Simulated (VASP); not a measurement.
Wanted: the native input for a VASP 6.6.1 run.

```yaml
Task: single point
Functional: PBE
Potentials_or_basis: VASP PAW PBE potentials, release 64 (La, Rb_sv, Mg)
Cutoff: 520 eV
k_mesh: 5 × 5 × 5
Occupations: fermi-dirac, width 0.05 eV
Spin: no spin polarisation
Dipole_correction: no
Further_INCAR_settings: ALGO = Fast; EDIFF = 1e-06; NBANDS = 26
```

The structure of RbLaMg6 lies in POSCAR:

```
RbLaMg6
1.0
    5.4277930000      0.0000000000      0.0000000000
    0.0000000000      3.6155930000      6.0310485000
    0.0000000000     -3.6155930000      6.0310485000
La Rb Mg
1 1 6
Direct
    0.4921800000      0.3449640000      0.3452780000
   -0.0107480000      0.1381630000      0.1482900000
    0.0000200000      0.6642080000      0.6583020000
    0.0039200000      0.1580850000      0.6607080000
    0.0068360000      0.6671100000      0.1609370000
    0.5055230000      0.8512880000      0.8426080000
    0.4986940000      0.3606290000      0.8008370000
    0.4991790000      0.7994570000      0.3642060000
```

This cell differs from its parent crystal: atoms moved at random.

The input as run:

INCAR

```
SYSTEM = RbLaMg6
  PREC = Accurate
  ENCUT = 520
  EDIFF = 1E-6
  ISMEAR = -1
  SIGMA = 0.05
  LREAL = .False.
  LASPH = .True.
  NELM = 80
  ALGO = Fast
  ISIF = 2
  LWAVE = .False.
  LCHARG = .False.
  GGA = PE
  NBANDS = 26
```

KPOINTS

```
Automatic mesh
0
Gamma
  5 5 5
  0 0 0
```

Potentials or basis: VASP PAW PBE potentials, release 64 (La, Rb_sv, Mg).

Launch:

```bash
$ cat potpaw_PBE.64/La/POTCAR potpaw_PBE.64/Rb_sv/POTCAR potpaw_PBE.64/Mg/POTCAR > POTCAR
$ mpirun -np 1 vasp_std > vasp.out
```

It gave:

| Item | Value |
| --- | --- |
| Pressure | 0.0 GPa |
| Largest force | 0.322 eV/Å |
| Band gap on the k mesh | zero (bands 16 and 17 overlap by 0.26 eV) |

Caveat: the cell differs from its parent crystal (atoms moved at random); spin-orbit coupling is left out, which moves the levels of the heavy elements.

Wall time 50 min on 1 thread of Intel(R) Xeon(R) Platinum 8488C (Sapphire Rapids), with other jobs on the host, peak memory 0.66 GiB.
